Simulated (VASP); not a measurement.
Runs of VASP 6.6.1 on Ca. The structure is that of space group Fm-3m (No. 225), or close to it. The cells are those of the table. 

```csv
cell,gap on the mesh (eV),pressure (GPa)
"a = 3.817 Å, angles 60.0°, 1 atom",none,-0.3
"a = 3.798 Å, angles 60.0°, 1 atom",none,(a)
"a = 3.779 Å, angles 60.0°, 1 atom",none,0.2
"a = 3.780 Å, angles 60.0°, 1 atom",none,0.2
```

Alike in all rows: task single point; level PBEsol+D3(BJ); potentials or basis VASP PAW PBE potentials, release 64 (Ca_sv); no spin polarisation; k mesh 7 × 7 × 7; cutoff (eV) 500; smearing gaussian 0.05 eV.

**Question.** Estimate the missing entries.

**Answer.** (a) -0.1.

Caveats: three body term missing; the PAW data sets were made with another functional, which shifts forces and pressure a little; pairwise dispersion overbinds metals, which lowers pressure and volume.

A gap of «none» marks levels without a gap at the run's occupations.
